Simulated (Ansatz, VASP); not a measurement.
# Two plane-wave programs on Rb

Contents of INCAR:

```
SYSTEM = Rb
ALGO = Normal
EDIFF = 1E-6
ENCUT = 520
ISIF = 2
ISMEAR = 0
LASPH = .TRUE.
LCHARG = .TRUE.
LELF = .TRUE.
LREAL = .FALSE.
LVHAR = .TRUE.
LWAVE = .FALSE.
NBANDS = 10
NELM = 80
PREC = Accurate
SIGMA = 0.15
```

KPOINTS

```
k-points
0
G
  14 14 14
  0 0 0
```

The input POSCAR:

```
Rb
1.0
   -2.6940465770      2.6940465770      2.6940465770
    2.6940465770     -2.6940465770      2.6940465770
    2.6940465770      2.6940465770     -2.6940465770
Rb
1
Direct
    0.0000000000      0.0000000000      0.0000000000
```

Input for Ansatz:

```yaml
crystal:
  lattice:
    - [-2.694046577, 2.694046577, 2.694046577]
    - [2.694046577, -2.694046577, 2.694046577]
    - [2.694046577, 2.694046577, -2.694046577]
  atoms:
    - { symbol: Rb, position: [0.0, 0.0, 0.0] }
basis:
  ecutwfc: 420
kpoints:
  mp_grid: { grid: [14, 14, 14] }
hamiltonian:
  xc: lda
scf:
  occupations: { method: gaussian, width: 0.15 }
output:
  forces: true
  stress: true
  eigenvalues: true
```

Alike in both runs: task single point; functional LDA; k mesh 14 × 14 × 14; occupations gaussian, width 0.15 eV; no spin polarisation.

|  | VASP | Ansatz |
| --- | --- | --- |
| version | VASP 6.6.1 | Ansatz 0.2.0 |
| potentials or method | VASP PAW LDA potentials, release 64 (Rb_sv), cutoff 520 eV | scalar-relativistic, plane waves, PAW |
| valence electrons in the cell | 9 | 9 |

|  | VASP | Ansatz | Ansatz less VASP |
| --- | --- | --- | --- |
| gap on the k mesh at the Fermi level (eV) | none | none | - |
| pressure (GPa) | 0.0 | 0.0 | 0.00 |

LDA's correlation is that of Perdew and Zunger in VASP and of Perdew and Wang (1992) in Ansatz. A gap of «none» marks a metal or a gap that the smearing closes.
